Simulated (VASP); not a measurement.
# SiC (P1) in VASP: notebook, part 2 of 2

VASP 6.6.1. Earlier steps stand in the parts before.

### 3 Single point, PBE (atom 1 (Si) moved by (+0.100, +0.100) A along [1 1 0] and z)

File INCAR:

```
SYSTEM = SiC
  PREC = Accurate
  ENCUT = 520
  EDIFF = 1E-6
  ISMEAR = 0
  SIGMA = 0.05
  LREAL = .FALSE.
  LASPH = .TRUE.
  NELM = 60
  ALGO = Normal
  ISIF = 2
  LWAVE = .FALSE.
  LCHARG = .FALSE.
  GGA = PE
  NBANDS = 16
```

File KPOINTS:

```
Automatic mesh
0
G
  6 6 4
  0 0 0
```

File POSCAR:

```
SiC
1.0
    3.0759982064      0.0000000000      0.0000000000
   -1.5379991032      2.6638925888      0.0000000000
    0.0000000000      0.0000000000      5.0480000000
Si C
2 2
Direct
    0.3695932723      0.6932107843      0.0198098257
    0.6666666667      0.3333333333      0.5000000000
    0.3333333333      0.6666666667      0.3850000000
    0.6666666667      0.3333333333      0.8850000000
```

Potentials or basis: VASP PAW PBE potentials, release 64 (Si, C).

Run with:

```console
cat potpaw_PBE.64/Si/POTCAR potpaw_PBE.64/C/POTCAR > POTCAR
mpirun -np 1 vasp_std > vasp.out
```

OUTCAR:

```text
SYSTEM = SiC
   PREC = Accurate
   ENCUT = 520
   EDIFF = 1E-6
   ISMEAR = 0
   LREAL = .FALSE.
   LASPH = .TRUE.
   NELM = 60
   ISIF = 2
   GGA = PE

 ion  position               nearest neighbor table
   1  0.370  0.693  0.020-   4 1.84   3 1.85   4 1.88   4 1.99   2 2.96   2 2.99   2 3.06   2 3.13

   2  0.667  0.333  0.500-   3 1.87   3 1.87   3 1.87   4 1.94   1 2.96   1 2.99   1 3.06   1 3.13

   3  0.333  0.667  0.385-   1 1.85   2 1.87   2 1.87   2 1.87
   4  0.667  0.333  0.885-   1 1.84   1 1.88   2 1.94   1 1.99

  LATTYP: Found a hexagonal cell.
 ALAT       =     3.0759982064
 C/A-ratio  =     1.6410932846

  Lattice vectors:

 A1 = (   3.0759982064,   0.0000000000,   0.0000000000)
 A2 = (  -1.5379991032,   2.6638925888,   0.0000000000)
 A3 = (   0.0000000000,   0.0000000000,   5.0480000000)

Analysis of symmetry for initial positions (statically):
=====================================================================
 Subroutine PRICEL returns:
 Original cell was already a primitive cell.

 Routine SETGRP: Setting up the symmetry group for a
 hexagonal supercell.

 Subroutine GETGRP returns: Found  1 space group operations
 (whereof  1 operations were pure point group operations)
 out of a pool of 24 trial point group operations.

The static configuration has the point symmetry C_1 .

Analysis of symmetry for dynamics (positions and initial velocities):
=====================================================================
 Subroutine PRICEL returns:
 Original cell was already a primitive cell.

 Routine SETGRP: Setting up the symmetry group for a
 hexagonal supercell.

 Subroutine GETGRP returns: Found  1 space group operations
 (whereof  1 operations were pure point group operations)
 out of a pool of 24 trial point group operations.

The dynamic configuration has the point symmetry C_1 .

 Subroutine INISYM returns: Found  1 space group operations
 (whereof  1 operations are pure point group operations),
 and found     1 'primitive' translations

----------------------------------------------------------------------------------------

[... 120 lines left out ...]
   LORBIT       =      0    0 simple, 1 ext, 2 COOP (PROOUT), +10 PAW based schemes
   GGA     = PE    functional components
   LHFCALC =     F    Hartree Fock is set to
   AEXX    =    0.0000 exact exchange contribution
   IVDW    =     0    specifies the selected vdW correction
   LEPSILON=     F    determine dielectric tensor
   LRPA    =     F    only Hartree local field effects (RPA)
 non-spin polarized calculation
 Gauss-broadening in eV      SIGMA  =   0.05
  energy-cutoff  :      520.00
  volume of cell :       41.36
 maximum number of plane-waves:      1132
   NGX = 11   NGY = 11   NGZ = 19

 number of electron      15.9999999 magnetization

 Free energy of the ion-electron system (eV)
  ---------------------------------------------------
  ext. energy  EPLUGINS =         0.00000000
  ---------------------------------------------------
  free energy    TOTEN  =       -29.91552595 eV

  energy without entropy =      -29.91552595  energy(sigma->0) =      -29.91552595

 E-fermi :   8.9611     XC(G=0): -11.3492

 val. band max:        8.7307853602   @ k =   0.0000   0.0000   0.0000
 cond. band min:      10.5054868144   @ k =   0.3333   0.3333   0.0000
 fundamental gap:      1.7747014542
 Fermi energy:         8.9610648563

 k-point     1 :       0.0000    0.0000    0.0000
  band No.  band energies     occupation
      1      -7.3714      2.00000
      2      -3.7086      2.00000
      3      -0.4540      2.00000
      4       6.6931      2.00000
      5       6.8860      2.00000
      6       8.0506      2.00000
[... 433 lines left out ...]
      3       1.3935      2.00000
      4       4.8767      2.00000
      5       5.8697      2.00000
      6       6.3471      2.00000
[... 8 lines left out ...]
     15      17.8586      0.00000
     16      19.0082      0.00000

 [... further k-points ...]

------------------------ aborting loop because EDIFF is reached ----------------------------------------

  FORCE on cell =-STRESS in cart. coord.  units (eV):
  Direction    XX          YY          ZZ          XY          YZ          ZX
  --------------------------------------------------------------------------------------
  -------------------------------------------------------------------------------------
  Total        0.6352987      1.5558876      1.1205537     -0.3791671     -0.4124100     -0.2710421
  in kB       24.6074394     60.2652078     43.4031354    -14.6865279    -15.9741443    -10.4984508
  external PRESSURE =      42.7585942 kB  Pullay stress =       0.0000000 kB

 VOLUME and BASIS-vectors are now :
 -----------------------------------------------------------------------------
  energy-cutoff  :      520.00
  volume of cell :       41.36
      direct lattice vectors                 reciprocal lattice vectors
     3.075998206  0.000000000  0.000000000     0.325097719  0.187695255  0.000000000
    -1.537999103  2.663892589  0.000000000     0.000000000  0.375390511  0.000000000
     0.000000000  0.000000000  5.048000000     0.000000000  0.000000000  0.198098257

 POSITION                                       TOTAL-FORCE (eV/Angst)
 -----------------------------------------------------------------------------------
      0.07071      1.84664      0.10000        -1.050579     -1.299679     -1.840512
      1.53800      0.88796      2.52400         0.042823      0.047635      1.658629
     -0.00000      1.77593      1.94348         0.140226      0.140134      0.153106
      1.53800      0.88796      4.46748         0.867530      1.111910      0.028777
 -----------------------------------------------------------------------------------
    total drift:                               -0.000192     -0.000263      0.000082

  FREE ENERGIE OF THE ION-ELECTRON SYSTEM (eV)
  ---------------------------------------------------
  free  energy   TOTEN  =       -29.9155259533 eV

  energy  without entropy=      -29.9155259533  energy(sigma->0) =      -29.91552595
```

It took 26 s on 1 thread of Intel Xeon Platinum 8488C (Sapphire Rapids), shared host; peak memory 0.17 GiB.

What came out:

* Free energy: -29.9155 eV
* Pressure: 4.3 GPa
* Largest force: 2.486 eV/Å
* Band gap on the k mesh: 1.77 eV, indirect (least direct gap 3.72 eV)

Forces on the atoms (eV/Å):
```
Si  -1.051 -1.300 -1.841
Si   0.043  0.048  1.659
C    0.140  0.140  0.153
C    0.868  1.112  0.029
```

Caveat: the cell differs from its parent crystal (atom 1 (Si) moved by (+0.100, +0.100) A along [1 1 0] and z); forces of over 1 eV/Å act on the atoms, so gaps and moduli don't describe the material at rest.
